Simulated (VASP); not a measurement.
# TiS2 (mix) (P-3m1) in VASP: notebook

Runs on TiS2 (mix). Level: PBE+D3(BJ). Tasks: single point, relaxation of cell and atoms.

Everything below comes from runs of VASP 6.6.1. Logs are shortened: lines on timing, memory, paths and dates and some standing lists are left out, and cuts for length are marked.

## (1) The cell of the first run

Symmetry: P-3m1, No. 164, trigonal system. The conventional cell has a = 3.361 Å, b = 3.361 Å, c = 5.520 Å, α = 90.00°, β = 90.00°, γ = 120.00°. Within 3.2 Å of Ti (site symmetry -3m) lie 6 S at 2.41 Å. S (site symmetry 3m) has 3 Ti at 2.41 Å within 3.2 Å.

## (2) Single point, PBE+D3(BJ)

INCAR reads:

```
SYSTEM = TiS2
PREC     = Accurate       ! precision mode
ENCUT    = 500            ! plane-wave cutoff, eV
EDIFF    = 1E-6           ! SCF threshold, eV
ISMEAR   = 0              ! smearing method
SIGMA    = 0.1            ! smearing width, eV
LREAL    = .False.        ! projectors in reciprocal space
LASPH    = .True.         ! aspherical terms in the spheres
NELM     = 120            ! most SCF steps
ALGO     = Normal         ! electronic algorithm
ISIF     = 2              ! what is computed and relaxed
LWAVE    = .False.        ! write WAVECAR
LCHARG   = .True.         ! write CHGCAR
GGA      = PE             ! functional
IVDW     = 12             ! dispersion correction
LELF     = .True.         ! ELF
LVHAR    = .True.       
NBANDS   = 19             ! bands
GGA_COMPAT= .False.
```

KPOINTS reads:

```
Automatic mesh
0
Gamma
  15 15 8
  0 0 0
```

POSCAR reads:

```
TiS2
1.0
    3.3605410184      0.0000000000      0.0000000000
   -1.6802705092      2.9103138924      0.0000000000
    0.0000000000      0.0000000000      5.5201395839
Ti S
1 2
Direct
    0.0000000000      0.0000000000      0.0000000000
    0.3333333333      0.6666666667      0.2586693486
    0.6666666667      0.3333333333      0.7413306514
```

Potentials or basis: VASP PAW PBE potentials, release 64 (Ti_sv, S).

The run is started by

```sh
> cat potpaw_PBE.64/Ti_sv/POTCAR potpaw_PBE.64/S/POTCAR > POTCAR
> mpirun -np 1 vasp_std > vasp.out
```

OUTCAR:

```text
SYSTEM = TiS2
   PREC = Accurate
   ENCUT = 500
   EDIFF = 1E-6
   ISMEAR = 0
   LREAL = .False.
   LASPH = .True.
   NELM = 120
   ISIF = 2
   GGA = PE
   IVDW = 12
 IVDW          = 12

 ion  position               nearest neighbor table
   1  0.000  0.000  0.000-   2 2.41   3 2.41   3 2.41   2 2.41   3 2.41   2 2.41
   2  0.333  0.667  0.259-   1 2.41   1 2.41   1 2.41
   3  0.667  0.333  0.741-   1 2.41   1 2.41   1 2.41

  LATTYP: Found a hexagonal cell.
 ALAT       =     3.3605410184
 C/A-ratio  =     1.6426341930

  Lattice vectors:

 A1 = (   3.3605410184,   0.0000000000,   0.0000000000)
 A2 = (  -1.6802705092,   2.9103138924,   0.0000000000)
 A3 = (   0.0000000000,   0.0000000000,   5.5201395839)

Analysis of symmetry for initial positions (statically):
=====================================================================
 Subroutine PRICEL returns:
 Original cell was already a primitive cell.

 Routine SETGRP: Setting up the symmetry group for a
 hexagonal supercell.

 Subroutine GETGRP returns: Found 12 space group operations
 (whereof 12 operations were pure point group operations)
 out of a pool of 24 trial point group operations.

The static configuration has the point symmetry D_3d.

Analysis of symmetry for dynamics (positions and initial velocities):
=====================================================================
 Subroutine PRICEL returns:
 Original cell was already a primitive cell.

 Routine SETGRP: Setting up the symmetry group for a
 hexagonal supercell.

 Subroutine GETGRP returns: Found 12 space group operations
 (whereof 12 operations were pure point group operations)
 out of a pool of 24 trial point group operations.

The dynamic configuration has the point symmetry D_3d.

 Subroutine INISYM returns: Found 12 space group operations
 (whereof 12 operations are pure point group operations),
 and found     1 'primitive' translations

----------------------------------------------------------------------------------------

                                     Primitive cell

  volume of cell :      53.9882

  direct lattice vectors                    reciprocal lattice vectors
     3.360541018  0.000000000  0.000000000     0.297571133  0.171802774  0.000000000
    -1.680270509  2.910313892  0.000000000     0.000000000  0.343605548  0.000000000
     0.000000000  0.000000000  5.520139584     0.000000000  0.000000000  0.181154839

  length of vectors
     3.360541018  3.360541018  5.520139584     0.343605548  0.343605548  0.181154839

  position of ions in fractional coordinates (direct lattice)
     0.000000000  0.000000000  0.000000000
     0.333333333  0.666666667  0.258669349
     0.666666667  0.333333333  0.741330651

  ion indices of the primitive-cell ions
   primitive index   ion index
                 1           1
                 2           2
                 3           3

----------------------------------------------------------------------------------------

 KPOINTS: Automatic mesh

Automatic generation of k-mesh.
 Grid dimensions read from file:
 generate k-points for:   15   15    8

 Generating k-lattice:

  Cartesian coordinates                     Fractional coordinates (reciprocal lattice)
     0.019838076  0.011453518  0.000000000     0.066666667  0.000000000  0.000000000
     0.000000000  0.022907037  0.000000000     0.000000000  0.066666667  0.000000000
     0.000000000  0.000000000  0.022644355     0.000000000  0.000000000  0.125000000

  Length of vectors
     0.022907037  0.022907037  0.022644355

  Shift w.r.t. Gamma in fractional coordinates (k-lattice)
     0.000000000  0.000000000  0.000000000

 Subroutine IBZKPT returns following result:
 ===========================================

 Found    192 irreducible k-points:

 Following reciprocal coordinates:
            Coordinates               Weight
  0.000000  0.000000  0.000000      1.000000
  0.066667 -0.000000  0.000000      6.000000
  0.133333  0.000000  0.000000      6.000000
  0.200000 -0.000000  0.000000      6.000000
  0.266667  0.000000  0.000000      6.000000
  0.333333 -0.000000  0.000000      6.000000
[... 16 lines left out ...]
  0.333333  0.200000  0.000000     12.000000
  0.400000  0.200000  0.000000      6.000000
 [... further k-points ...]
   k-points           NKPTS =    192   k-points in BZ     NKDIM =    192   number of bands    NBANDS=     19
   number of dos      NEDOS =    301   number of ions     NIONS =      3
   total plane-waves  NPLWV =  31360
   dimension x,y,z NGX =    28 NGY =   28 NGZ =   40
   dimension x,y,z NGXF=    56 NGYF=   56 NGZF=   80
   ions per type =               1   2
   NGX,Y,Z   is equivalent  to a cutoff of  13.85, 13.85, 12.05 a.u.
   NGXF,Y,Z  is equivalent  to a cutoff of  27.70, 27.70, 24.09 a.u.
 SYSTEM =  TiS2
   PREC   = accura    normal or accurate (medium, high low for compatibility)
   ISTART =      0    job   : 0-new  1-cont  2-samecut
   ICHARG =      2    charge: 1-file 2-atom 10-const
   ISPIN  =      1    spin polarized calculation?
   LNONCOLLINEAR =      F non collinear calculations
   LSORBIT =      F    spin-orbit coupling
   LASPH  =      T    aspherical Exc in radial PAW
   ENCUT  =  500.0 eV  36.75 Ry    6.06 a.u.   6.13  6.13 10.06*2*pi/ulx,y,z
   NELM   =    120;   NELMIN=  2; NELMDL= -5     # of ELM steps
   EDIFF  = 0.1E-05   stopping-criterion for ELM
   LREAL  =      F    real-space projection
   EDIFFG = 0.1E-04   stopping-criterion for IOM
   NSW    =      0    number of steps for IOM
   IBRION =     -1    ionic relax: 0-MD 1-quasi-New 2-CG
   NFREE  =      0    steps in history (QN), initial steepest desc. (CG)
   ISIF   =      2    stress and relaxation
   ISYM   =      2    0-nonsym 1-usesym 2-fastsym
   POTIM  = 0.5000    time-step for ionic-motion
   TEBEG  =    0.0;   TEEND  =   0.0 temperature during run
   PSTRESS=    0.0 pullay stress
   NELECT =      24.0000    total number of electrons
   NUPDOWN=      -1.0000    fix difference up-down
   EMIN   =  10.00;   EMAX   =-10.00  energy-range for DOS
   EFERMI =   0.00;   METHOD = LEGACY
   ISMEAR =     0;   SIGMA  =   0.10  broadening in eV -4-tet -1-fermi 0-gaus
   EFERMI_NEDOS =   21; number of points for ismear=-14 and -15
   IALGO  =     38    algorithm
   IMIX   =      4    mixing-type and parameters
     AMIX     =   0.40;   BMIX     =  1.00
     AMIX_MAG =   1.60;   BMIX_MAG =  1.00
  volume/ion in A,a.u.               =      18.00       121.44
  Fermi-wavevector in a.u.,A,eV,Ry     =   1.249431  2.361082 21.239747  1.561077
  Thomas-Fermi vector in A             =   2.383472
   LORBIT       =      0    0 simple, 1 ext, 2 COOP (PROOUT), +10 PAW based schemes
   GGA     = PE    functional components
   LHFCALC =     F    Hartree Fock is set to
   AEXX    =    0.0000 exact exchange contribution
   IVDW    =    12    specifies the selected vdW correction
   LEPSILON=     F    determine dielectric tensor
   LRPA    =     F    only Hartree local field effects (RPA)
 non-spin polarized calculation
 Gauss-broadening in eV      SIGMA  =   0.10
  energy-cutoff  :      500.00
  volume of cell :       53.99
 maximum number of plane-waves:      1398
 NGX is ok and might be reduce to    28
   NGX = 13   NGY = 13   NGZ = 21

 number of electron      24.0000002 magnetization

 Free energy of the ion-electron system (eV)
  ---------------------------------------------------
  ext. energy  EPLUGINS =         0.00000000
  ---------------------------------------------------
  free energy    TOTEN  =       -19.87733682 eV

  energy without entropy =      -19.87526069  energy(sigma->0) =      -19.87629875

 E-fermi :   6.1396     XC(G=0): -10.4383

 val. band max:        6.1237070687   @ k =   0.1333   0.0000   0.0000
 cond. band min:       6.1669920743   @ k =   0.4667   0.0000   0.3750
 fundamental gap:      0.0432850056
 Fermi energy:         6.1396389716

 k-point     1 :       0.0000    0.0000    0.0000
  band No.  band energies     occupation
      1     -51.4044      2.00000
      2     -27.6388      2.00000
      3     -27.5879      2.00000
      4     -27.5879      2.00000
      5      -7.8808      2.00000
      6      -5.9749      2.00000
[... 11 lines left out ...]
     18      12.2178      0.00000
     19      13.4458      0.00000

 k-point     2 :       0.0667   -0.0000    0.0000
  band No.  band energies     occupation
      1     -51.4038      2.00000
      2     -27.6374      2.00000
      3     -27.5945      2.00000
      4     -27.5894      2.00000
      5      -7.8247      2.00000
      6      -5.9634      2.00000
[... 11 lines left out ...]
     18      12.5621      0.00000
     19      13.6872      0.00000

 k-point     3 :       0.1333    0.0000    0.0000
  band No.  band energies     occupation
      1     -51.4020      2.00000
      2     -27.6337      2.00000
      3     -27.6132      2.00000
      4     -27.5936      2.00000
      5      -7.6606      2.00000
      6      -5.9312      2.00000
[... 11 lines left out ...]
     18      13.2764      0.00000
     19      14.2819      0.00000

 k-point     4 :       0.2000   -0.0000    0.0000
  band No.  band energies     occupation
      1     -51.3994      2.00000
      2     -27.6408      2.00000
      3     -27.6280      2.00000
      4     -27.5999      2.00000
      5      -7.4017      2.00000
      6      -5.8855      2.00000
[... 407 lines left out ...]
     18      13.4530      0.00000
     19      15.0320      0.00000

 k-point    23 :       0.3333    0.2000    0.0000
  band No.  band energies     occupation
      1     -51.3891      2.00000
      2     -27.7177      2.00000
      3     -27.6520      2.00000
      4     -27.6067      2.00000
      5      -6.0483      2.00000
      6      -5.7840      2.00000
[... 11 lines left out ...]
     18      13.1100      0.00000
     19      14.9162      0.00000

 k-point    24 :       0.4000    0.2000    0.0000
  band No.  band energies     occupation
      1     -51.3886      2.00000
      2     -27.7206      2.00000
      3     -27.6554      2.00000
      4     -27.6057      2.00000
      5      -5.8904      2.00000
      6      -5.8501      2.00000
[... 11 lines left out ...]
     18      13.0037      0.00000
     19      14.8587      0.00000

 [... further k-points ...]

------------------------ aborting loop because EDIFF is reached ----------------------------------------

 Edisp (eV)   -1.22947

 E8    (eV) :    -0.4984

  FORCE on cell =-STRESS in cart. coord.  units (eV):
  Direction    XX          YY          ZZ          XY          YZ          ZX
  --------------------------------------------------------------------------------------
  -------------------------------------------------------------------------------------
  Total      -0.02057    -0.02057     0.02712     0.00000     0.00000     0.00000
  in kB      -0.61039    -0.61039     0.80490     0.00000     0.00000     0.00000
  external pressure =       -0.14 kB  Pullay stress =        0.00 kB

 VOLUME and BASIS-vectors are now :
 -----------------------------------------------------------------------------
  energy-cutoff  :      500.00
  volume of cell :       53.99
      direct lattice vectors                 reciprocal lattice vectors
     3.360541018  0.000000000  0.000000000     0.297571133  0.171802774  0.000000000
    -1.680270509  2.910313892  0.000000000     0.000000000  0.343605548  0.000000000
     0.000000000  0.000000000  5.520139584     0.000000000  0.000000000  0.181154839

 POSITION                                       TOTAL-FORCE (eV/Angst)
 -----------------------------------------------------------------------------------
      0.00000      0.00000      0.00000        -0.000000      0.000000      0.000000
     -0.00000      1.94021      1.42789         0.000000      0.000000      0.002598
      1.68027      0.97010      4.09225        -0.000000     -0.000000     -0.002598
 -----------------------------------------------------------------------------------
    total drift:                               -0.000000     -0.000000      0.000000

  FREE ENERGIE OF THE ION-ELECTRON SYSTEM (eV)
  ---------------------------------------------------
  free  energy   TOTEN  =       -21.1068117655 eV

  energy  without entropy=      -21.1047356341  energy(sigma->0) =      -21.10577370
```

Wall time 5.6 min (1 thread of Intel Xeon Platinum 8259CL at 2.50GHz (Skylake/Cascade Lake), shared host); peak memory 0.31 GiB.

Results:

- Free energy: -21.1068 eV
- Pressure: 0.0 GPa
- Band gap on the k mesh: zero (band 12 reaches 6.31 eV, above the bottom of band 13 at 6.04 eV)
- Dispersion energy per atom: -0.410 eV

Forces on the atoms (eV/Å):
```
Ti   0.000  0.000  0.000
S    0.000  0.000  0.003
S    0.000  0.000 -0.003
```

Caveat: pairwise dispersion overbinds metals, which lowers pressure and volume.

(Part 1 of 2 ends here.)
